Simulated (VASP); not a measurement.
# Cu (P6_3/mmc) in VASP: settings compared, part 2 of 2

VASP 6.6.1.

**3. Single point, PBE (equal strain along all axes, cell held: +6.0 %)**

INCAR

```
PREC = Accurate
ENCUT = 520
EDIFF = 1E-6
ISMEAR = 0
SIGMA = 0.1
LREAL = False
LASPH = True
NELM = 80
ALGO = Fast
ISIF = 2
LWAVE = False
LCHARG = False
GGA = PE
NBANDS = 18
```

KPOINTS

```
regular mesh
0
Gamma
  24 24 12
```

POSCAR

```
Cu
1.0
    2.7220909952      0.0000000000      0.0000000000
   -1.3610454976      2.3573999532      0.0000000000
    0.0000000000      0.0000000000      4.4451398472
Cu
2
Direct
    0.3333333333      0.6666666667      0.2500000000
    0.6666666667      0.3333333333      0.7500000000
```

Potentials or basis: VASP PAW PBE potentials, release 64 (Cu).

The run is started by

```bash
$ cat potpaw_PBE.64/Cu/POTCAR > POTCAR
$ mpirun -np 1 vasp_std > vasp.out
```

OUTCAR:

```text
PREC = Accurate
   ENCUT = 520
   EDIFF = 1E-6
   ISMEAR = 0
   LREAL = False
   LASPH = True
   NELM = 80
   ISIF = 2
   GGA = PE

 ion  position               nearest neighbor table
   1  0.333  0.667  0.250-   2 2.72   2 2.72   2 2.72   2 2.72   2 2.72   2 2.72
   2  0.667  0.333  0.750-   1 2.72   1 2.72   1 2.72   1 2.72   1 2.72   1 2.72

  LATTYP: Found a hexagonal cell.
 ALAT       =     2.7220909952
 C/A-ratio  =     1.6329872348

  Lattice vectors:

 A1 = (   2.7220909952,   0.0000000000,   0.0000000000)
 A2 = (  -1.3610454976,   2.3573999532,   0.0000000000)
 A3 = (   0.0000000000,   0.0000000000,   4.4451398472)

Analysis of symmetry for initial positions (statically):
=====================================================================
 Subroutine PRICEL returns:
 Original cell was already a primitive cell.

 Routine SETGRP: Setting up the symmetry group for a
 hexagonal supercell.

 Subroutine GETGRP returns: Found 24 space group operations
 (whereof 12 operations were pure point group operations)
 out of a pool of 24 trial point group operations.

The static configuration has the point symmetry D_3d.
 The point group associated with its full space group is D_6h.

Analysis of symmetry for dynamics (positions and initial velocities):
=====================================================================
 Subroutine PRICEL returns:
 Original cell was already a primitive cell.

 Routine SETGRP: Setting up the symmetry group for a
 hexagonal supercell.

 Subroutine GETGRP returns: Found 24 space group operations
 (whereof 12 operations were pure point group operations)
 out of a pool of 24 trial point group operations.

The dynamic configuration has the point symmetry D_3d.
 The point group associated with its full space group is D_6h.

[... 105 lines left out ...]
   ISYM   =      2    0-nonsym 1-usesym 2-fastsym
   POTIM  = 0.5000    time-step for ionic-motion
   TEBEG  =    0.0;   TEEND  =   0.0 temperature during run
   PSTRESS=    0.0 pullay stress
   NELECT =      22.0000    total number of electrons
   NUPDOWN=      -1.0000    fix difference up-down
   EMIN   =  10.00;   EMAX   =-10.00  energy-range for DOS
   EFERMI =   0.00;   METHOD = LEGACY
   ISMEAR =     0;   SIGMA  =   0.10  broadening in eV -4-tet -1-fermi 0-gaus
   EFERMI_NEDOS =   21; number of points for ismear=-14 and -15
   IALGO  =     68    algorithm
   IMIX   =      4    mixing-type and parameters
     AMIX     =   0.40;   BMIX     =  1.00
     AMIX_MAG =   1.60;   BMIX_MAG =  1.00
  volume/ion in A,a.u.               =      14.26        96.25
  Fermi-wavevector in a.u.,A,eV,Ry     =   1.501327  2.837097 30.667295  2.253983
  Thomas-Fermi vector in A             =   2.612712
   LORBIT       =      0    0 simple, 1 ext, 2 COOP (PROOUT), +10 PAW based schemes
   GGA     = PE    functional components
   LHFCALC =     F    Hartree Fock is set to
   AEXX    =    0.0000 exact exchange contribution
   IVDW    =     0    specifies the selected vdW correction
   LEPSILON=     F    determine dielectric tensor
   LRPA    =     F    only Hartree local field effects (RPA)
 non-spin polarized calculation
 RMM-DIIS sequential band-by-band and
 Gauss-broadening in eV      SIGMA  =   0.10
  energy-cutoff  :      520.00
  volume of cell :       28.52
 maximum number of plane-waves:       783
   NGX = 11   NGY = 11   NGZ = 17

 number of electron      22.0000006 magnetization

 Free energy of the ion-electron system (eV)
  ---------------------------------------------------
  ext. energy  EPLUGINS =         0.00000000
  ---------------------------------------------------
  free energy    TOTEN  =        -7.19049556 eV

  energy without entropy =       -7.18710170  energy(sigma->0) =       -7.18879863

 E-fermi :   5.4890     XC(G=0): -11.6669

 val. band max:        5.4832377789   @ k =   0.4583   0.0000   0.4167
 cond. band min:       5.4905173864   @ k =   0.3333   0.1667   0.3333
 fundamental gap:      0.0072796075
 Fermi energy:         5.4890365226

 k-point     1 :       0.0000    0.0000    0.0000
  band No.  band energies     occupation
      1      -2.5420      2.00000
      2       1.3450      2.00000
      3       2.9602      2.00000
      4       3.0075      2.00000
      5       3.0075      2.00000
      6       3.1590      2.00000
[... 481 lines left out ...]
      5       3.0058      2.00000
      6       3.0403      2.00000
[... 10 lines left out ...]
     17      16.7053      0.00000
     18      22.5743      0.00000

 [... further k-points ...]
[... 5 lines left out ...]
  --------------------------------------------------------------------------------------
  -------------------------------------------------------------------------------------
  Total       -2.7501657     -2.7501657     -2.6696564     -0.0000000      0.0000000      0.0000000
  in kB     -154.4714088   -154.4714087   -149.9493598     -0.0000000      0.0000000      0.0000000
  external PRESSURE =    -152.9640591 kB  Pullay stress =       0.0000000 kB

 VOLUME and BASIS-vectors are now :
 -----------------------------------------------------------------------------
  energy-cutoff  :      520.00
  volume of cell :       28.52
      direct lattice vectors                 reciprocal lattice vectors
     2.722090995  0.000000000  0.000000000     0.367364648  0.212098078  0.000000000
    -1.361045498  2.357399953  0.000000000     0.000000000  0.424196157  0.000000000
     0.000000000  0.000000000  4.445139847     0.000000000  0.000000000  0.224964801

 POSITION                                       TOTAL-FORCE (eV/Angst)
 -----------------------------------------------------------------------------------
     -0.00000      1.57160      1.11128         0.000000     -0.000000     -0.000000
      1.36105      0.78580      3.33385        -0.000000      0.000000      0.000000
 -----------------------------------------------------------------------------------
    total drift:                               -0.000000      0.000000     -0.000000

  FREE ENERGIE OF THE ION-ELECTRON SYSTEM (eV)
  ---------------------------------------------------
  free  energy   TOTEN  =        -7.1904955611 eV

  energy  without entropy=       -7.1871016990  energy(sigma->0) =       -7.18879863
```

OSZICAR:

```text
N       E                     dE             d eps       ncg     rms          rms(c)
DAV:   1     0.126899380256E+03    0.12690E+03   -0.10526E+04 16126   0.206E+03
DAV:   2    -0.270491057168E+01   -0.12960E+03   -0.12290E+03 15404   0.280E+02
DAV:   3    -0.870221863445E+01   -0.59973E+01   -0.57353E+01 17394   0.846E+01
DAV:   4    -0.876919622198E+01   -0.66978E-01   -0.66923E-01 18546   0.950E+00
DAV:   5    -0.877008811390E+01   -0.89189E-03   -0.89186E-03 19014   0.924E-01    0.103E+01
RMM:   6    -0.812876557357E+01    0.64132E+00   -0.12428E+01 17819   0.616E+01    0.734E+00
RMM:   7    -0.719421490389E+01    0.93455E+00   -0.26374E+00 17514   0.302E+01    0.967E-01
RMM:   8    -0.719040566764E+01    0.38092E-02   -0.34338E-02 17915   0.254E+00    0.131E-01
RMM:   9    -0.719034686528E+01    0.58802E-04   -0.67262E-03 19130   0.116E+00    0.409E-02
RMM:  10    -0.719047085140E+01   -0.12399E-03   -0.12424E-03 18231   0.493E-01    0.440E-02
RMM:  11    -0.719048090060E+01   -0.10049E-04   -0.33613E-04 19857   0.207E-01    0.117E-02
RMM:  12    -0.719049356119E+01   -0.12661E-04   -0.12533E-04 20150   0.130E-01    0.405E-03
RMM:  13    -0.719049693516E+01   -0.33740E-05   -0.24201E-05 16807   0.605E-02    0.123E-02
RMM:  14    -0.719049517352E+01    0.17616E-05   -0.12506E-05 17318   0.539E-02    0.605E-04
RMM:  15    -0.719049556113E+01   -0.38761E-06   -0.39119E-06 11504   0.175E-02
   1 F= -.71904956E+01 E0= -.71887986E+01  d E =-.339386E-02
```

stdout:

```text
POSCAR found type information on POSCAR Cu
 POSCAR found :  1 types and       2 ions
 scaLAPACK will be used
 LDA part: xc-table for (Slater+PW92), standard interpolation
 POSCAR, INCAR and KPOINTS ok, starting setup
 FFT: planning ... GRIDC
 FFT: planning ... GRID_SOFT
 FFT: planning ... GRID
 WAVECAR not read
 entering main loop
WARNING in EDDRMM: call to ZHEGV failed, returncode =   8  4     17
WARNING in EDDRMM: call to ZHEGV failed, returncode =   6  3     18
WARNING in EDDRMM: call to ZHEGV failed, returncode =   6  3     16
```

It took 81 s on 1 thread of Intel Xeon 6975P-C (Granite Rapids), shared host; peak memory 0.28 GiB.

Results:

- Free energy: -7.1905 eV
- Pressure: -15.3 GPa
- Band gap on the k mesh: zero (band 11 reaches 9.13 eV, above the bottom of band 12 at 3.76 eV)

Levels at points of the mesh, in eV from the Fermi level:
| k point | band 8 | band 9 | band 10 | band 11 | band 12 | band 13 | band 14 | band 15 |
| --- | --- | --- | --- | --- | --- | --- | --- | --- |
| (0.00, 0.00, 0.00) | -2.12 | -2.12 | -1.56 | -1.56 | -0.50 | 2.88 | 19.00 | 19.00 |
| (0.50, 0.00, 0.00) | -1.49 | -1.46 | -1.42 | 0.03 | 1.19 | 6.94 | 7.06 | 9.16 |
| (0.00, 0.00, 0.50) | -2.51 | -1.73 | -1.73 | -1.73 | -1.73 | 10.94 | 10.94 | 20.42 |
| (0.50, 0.00, 0.50) | -1.66 | -1.45 | -1.45 | 0.68 | 0.68 | 3.88 | 3.88 | 14.23 |

Caveat: the cell differs from its parent crystal (equal strain along all axes, cell held: +6.0 %).

**4. Single point, PBE+D4**

This run uses another cell than the first one, of 14.26 Å³/atom, 1.059 times its volume.

INCAR

```
SYSTEM = Cu
PREC     = Accurate       ! precision mode
ENCUT    = 520            ! plane-wave cutoff, eV
EDIFF    = 1E-6           ! SCF threshold, eV
ISMEAR   = 0              ! smearing method
SIGMA    = 0.1            ! smearing width, eV
LREAL    = .False.        ! projectors in reciprocal space
LASPH    = .True.         ! aspherical terms in the spheres
NELM     = 60             ! most SCF steps
ALGO     = Fast           ! electronic algorithm
ISIF     = 2              ! what is computed and relaxed
LWAVE    = .False.        ! write WAVECAR
LCHARG   = .True.         ! write CHGCAR
GGA      = PE             ! functional
IVDW     = 13             ! dispersion correction
LELF     = .True.         ! ELF
LVHAR    = .True.       
NBANDS   = 18             ! bands
```

KPOINTS

```
regular mesh
0
Gamma
  24 24 12
  0 0 0
```

POSCAR is that of step 3.

The run is started by

```bash
$ cat potpaw_PBE.64/Cu/POTCAR > POTCAR
$ mpirun -np 1 vasp_std > vasp.out
```

Run time: 85 s. Hardware: 1 thread of Intel Xeon 6975P-C (Granite Rapids), shared host; peak memory 0.28 GiB.

Results (log left out):

| Quantity | Value |
| --- | --- |
| Free energy | -8.1304 eV |
| Pressure | -20.3 GPa |
| Band gap on the k mesh | zero (band 11 reaches 9.13 eV, above the bottom of band 12 at 3.76 eV) |
| Dispersion energy per atom | -0.470 eV |

Stress tensor (GPa, compression positive):
```
-20.42   0.00   0.00
  0.00 -20.42   0.00
  0.00   0.00 -19.95
```

Levels at points of the mesh, in eV from the Fermi level:
```
           k point  band 9  band 10  band 11  band 12  band 13  band 14
(0.00, 0.00, 0.00)   -2.12    -1.56    -1.56    -0.50     2.88    19.00
(0.50, 0.00, 0.00)   -1.46    -1.42     0.03     1.19     6.94     7.06
(0.00, 0.00, 0.50)   -1.73    -1.73    -1.73    -1.73    10.94    10.94
(0.50, 0.00, 0.50)   -1.45    -1.45     0.68     0.68     3.88     3.88
```

Caveat: pairwise dispersion overbinds metals, which lowers pressure and volume.

**5. Single point, PBE (biaxial strain in the a-b plane: -6.0 %)**

INCAR

```
PREC = Accurate
ENCUT = 520
EDIFF = 1E-6
ISMEAR = 0
SIGMA = 0.1
LREAL = False
LASPH = True
NELM = 60
ALGO = Fast
ISIF = 2
LWAVE = False
LCHARG = False
GGA = PE
NBANDS = 18
```

KPOINTS

```
regular mesh
0
Gamma
  24 24 12
```

POSCAR

```
Cu
1.0
    2.4139297504      0.0000000000      0.0000000000
   -1.2069648752      2.0905244868      0.0000000000
    0.0000000000      0.0000000000      4.3444951713
Cu
2
Direct
    0.3333333333      0.6666666667      0.2500000000
    0.6666666667      0.3333333333      0.7500000000
```

The run is started by

```bash
$ cat potpaw_PBE.64/Cu/POTCAR > POTCAR
$ mpirun -np 1 vasp_std > vasp.out
```

It took 78 s on 1 thread of Intel Xeon 6975P-C (Granite Rapids), shared host; peak memory 0.24 GiB.

It converged, with:

```yaml
Free_energy: -7.2472 eV
Pressure: 18.0 GPa
Band_gap_on_the_k_mesh: zero (band 11 reaches 13.34 eV, above the bottom of band 12 at 6.51 eV)
```

Stress tensor (GPa, compression positive):
```
25.53  0.00  0.00
 0.00 25.53  0.00
 0.00  0.00  2.89
```

Levels at points of the mesh, in eV from the Fermi level:
```tsv
k point	band 9	band 10	band 11	band 12	band 13	band 14
(0.00, 0.00, 0.00)	-2.44	-2.13	-1.87	-1.87	2.77	21.10
(0.50, 0.00, 0.00)	-1.60	-1.54	0.13	1.99	7.70	7.88
(0.00, 0.00, 0.50)	-2.09	-2.09	-2.09	-2.09	10.57	10.57
(0.50, 0.00, 0.50)	-1.57	-1.57	0.48	0.48	5.52	5.52
```

Caveat: the cell differs from its parent crystal (biaxial strain in the a-b plane: -6.0 %).

**6. The runs side by side**

```csv
level,cell,further INCAR settings,gap on the mesh (eV),pressure (GPa)
PBE,"a = 2.671, b = 2.671, c = 4.361 Å, angles 90.0, 90.0, 120.0°, 2 atoms",ALGO = Fast; EDIFF = 1e-07; NBANDS = 18,none,-11.9
PBE,"a = 2.722, b = 2.722, c = 4.445 Å, angles 90.0, 90.0, 120.0°, 2 atoms",ALGO = Fast; EDIFF = 1e-06; NBANDS = 18,none,-15.3
PBE+D4,"a = 2.722, b = 2.722, c = 4.445 Å, angles 90.0, 90.0, 120.0°, 2 atoms",ALGO = Fast; EDIFF = 1e-06; NBANDS = 18,none,-20.3
PBE,"a = 2.414, b = 2.414, c = 4.344 Å, angles 90.0, 90.0, 120.0°, 2 atoms",ALGO = Fast; EDIFF = 1e-06; NBANDS = 18,none,18.0
```

Alike in all rows: task single point; potentials or basis VASP PAW PBE potentials, release 64 (Cu); no spin polarisation; k mesh 24 × 24 × 12; cutoff (eV) 520; smearing gaussian 0.1 eV.

Caveats: pairwise dispersion overbinds metals, which lowers pressure and volume (some runs).

Absolute energies hang on the potentials; compare differences alone.
